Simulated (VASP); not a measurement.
Wanted: the native input for a VASP 6.6.1 run.

| Item | Value |
| --- | --- |
| Task | single point |
| Functional | r2SCAN |
| Dispersion | rVV10 |
| Potentials or basis | VASP PAW PBE potentials, release 64 (In_d, Se) |
| Cutoff | 520 eV |
| k mesh | 6 × 6 × 6 |
| Occupations | gaussian, width 0.1 eV |
| Spin | no spin polarisation |
| Dipole correction | no |
| Further INCAR settings | ALGO = Normal; EDIFF = 1e-06; NBANDS = 27 |

Crystal: InSe (rvv).

```xyz
4
Lattice="2.0000 1.1547 8.4400 -2.0000 1.1547 8.4400 0.0000 -2.3094 8.4400" Properties=species:S:1:pos:R:3 pbc="T T T"
In    0.0000    0.0000    0.0000
In    0.0000    0.0000    2.8206
Se    0.0000    0.0000   15.6098
Se    0.0000    0.0000   20.9675
```

These files were run (other wordings do the same):

POSCAR

```
InSe
1.0
    2.0000000000      1.1547005384      8.4400000000
   -2.0000000000      1.1547005384      8.4400000000
    0.0000000000     -2.3094010768      8.4400000000
In Se
2 2
Direct
    0.0000000000      0.0000000000      0.0000000000
    0.1114000000      0.1114000000      0.1114000000
    0.6165000000      0.6165000000      0.6165000000
    0.8281000000      0.8281000000      0.8281000000
```

INCAR.step1

```
SYSTEM = InSe
  ALGO = Normal
  EDIFF = 1E-4
  ENCUT = 520
  GGA = PE
  ISMEAR = 0
  LASPH = .TRUE.
  LCHARG = .FALSE.
  LREAL = .FALSE.
  LWAVE = .TRUE.
  NBANDS = 27
  NELM = 100
  PREC = Accurate
  SIGMA = 0.1
```

INCAR.step2

```
SYSTEM = InSe
  ALGO = Normal
  BPARAM = 11.95
  CPARAM = 0.0093
  EDIFF = 1E-6
  ENCUT = 520
  ISIF = 2
  ISMEAR = 0
  ISTART = 1
  IVDW_NL = 2
  LASPH = .TRUE.
  LCHARG = .FALSE.
  LMIXTAU = .TRUE.
  LREAL = .FALSE.
  LUSE_VDW = .TRUE.
  LWAVE = .FALSE.
  METAGGA = R2SCAN
  NBANDS = 27
  NELM = 100
  PREC = Accurate
  SIGMA = 0.1
```

KPOINTS

```
k-points
0
G
  6 6 6
  0 0 0
```

Potentials or basis: VASP PAW PBE potentials, release 64 (In_d, Se).

Launch:

```console
$ cat potpaw_PBE.64/In_d/POTCAR potpaw_PBE.64/Se/POTCAR > POTCAR
$ cp INCAR.step1 INCAR
$ mpirun -np 1 vasp_std > vasp.out
$ cp INCAR.step2 INCAR
$ mpirun -np 1 vasp_std > vasp.out
```

It gave:

```json
{
 "Pressure": "0.4 GPa",
 "Largest force": "0.261 eV/Å",
 "Band gap on the k mesh": "0.83 eV, direct"
}
```

Caveat: the PAW data sets were made with another functional, which shifts forces and pressure a little; spin-orbit coupling is left out, which moves the levels of the heavy elements.

Run time: 33 min on 1 thread of Intel(R) Xeon(R) Platinum 8488C (Sapphire Rapids) (shared host), peak memory 2 GiB.
